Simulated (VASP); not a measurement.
Crystal: ZnO (zincite).

```xyz
4
Lattice="3.2054 0.0000 0.0000 -1.6027 2.7760 0.0000 0.0000 0.0000 5.1354" Properties=species:S:1:pos:R:3 pbc="T T T"
Zn    1.6027    0.9253    0.0000
Zn    0.0000    1.8506    2.5677
O     0.0000    1.8506    4.5140
O     1.6027    0.9253    1.9464
```

This cell differs from its parent crystal: volume scaled by 0.96.

Base run:

```yaml
Program: VASP 6.6.1
Functional: PBEsol
Potentials_or_basis: VASP PAW PBE potentials, release 64 (Zn, O)
Cutoff: 520 eV
k_mesh: 9 × 9 × 5
Occupations: fermi-dirac, width 0.05 eV
Spin: no spin polarisation
```

Its results: band gap on the k mesh 0.74 eV, direct; pressure 5.9 GPa; largest force 0.080 eV/Å.

**Question.** The run is repeated on the same cell with these changes: dispersion from none to D3(BJ). What comes out?

**Answer.** Band gap on the k mesh 0.74 eV, direct; pressure 3.2 GPa; largest force 0.081 eV/Å.

Dispersion adds attraction, which lowers the pressure at fixed volume and, as a term added to the energy, leaves the levels alone.

Caveats: the PAW data sets were made with another functional, which shifts forces and pressure a little.

